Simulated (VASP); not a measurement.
**LiF: dielectric tensor with r2SCAN**

LiF:

```
CELL_PARAMETERS angstrom
-0.07415 2.00051 2.00051
2.00051 -0.07415 2.00051
2.00051 2.00051 -0.07415
ATOMIC_POSITIONS crystal
Li 0.00000 0.00000 0.00000
F 0.50000 0.50000 0.50000
```

This cell differs from its parent crystal: epitaxial 111 strain +4.0%.

```json
{
 "Program": "VASP 6.6.1",
 "Task": "dielectric tensor",
 "Functional": "r2SCAN",
 "Potentials or basis": "VASP PAW PBE potentials, release 64 (Li_sv, F)",
 "Cutoff": "520 eV",
 "k mesh": "10 × 10 × 10",
 "Occupations": "gaussian, width 0.01 eV",
 "Spin": "no spin polarisation",
 "Dipole correction": "no",
 "Further INCAR settings": "ALGO = Normal; EDIFF = 1e-08"
}
```

```json
{"Band gap on the k mesh": "9.75 eV", "Electronic dielectric tensor (diagonal)": "1.98", "Born charges (mean of the diagonal)": "Li +1.05; F -1.05 e"}
```

Levels at points of the mesh, in eV from the valence-band top:
```
           k point  band 3  band 4  band 5  band 6  band 7  band 8
(0.00, 0.00, 0.00)   -0.26   -0.26    0.00    9.75   24.36   24.36
(0.50, 0.00, 0.00)   -2.59   -0.43   -0.28   11.50   17.32   19.91
(0.50, 0.50, 0.00)   -3.04   -1.29   -0.97   15.49   17.04   18.54
(0.50, 0.50, 0.50)   -2.53   -0.55   -0.55   11.26   18.14   19.24
```

Electronic dielectric tensor:
```
 1.98 -0.01 -0.01
-0.01  1.98 -0.01
-0.01 -0.01  1.98
```

Born effective charge tensors (e):
atom 1, Li
```
 1.05 -0.01 -0.01
-0.01  1.05 -0.01
-0.01 -0.01  1.05
```
atom 2, F
```
-1.05  0.01  0.01
 0.01 -1.05  0.01
 0.01  0.01 -1.05
```

Dipole moments of the cell (e·Å, modulo the quantum): ionic -13.744, -13.744, -13.744; electronic 0.000, 0.000, 0.001

Wall time 10 min on 1 thread of Intel(R) Xeon(R) 6975P-C (Granite Rapids), on a shared host, peak memory 0.34 GiB.

Caveat: the cell differs from its parent crystal (epitaxial 111 strain +4.0%). A k mesh can miss the band edges.
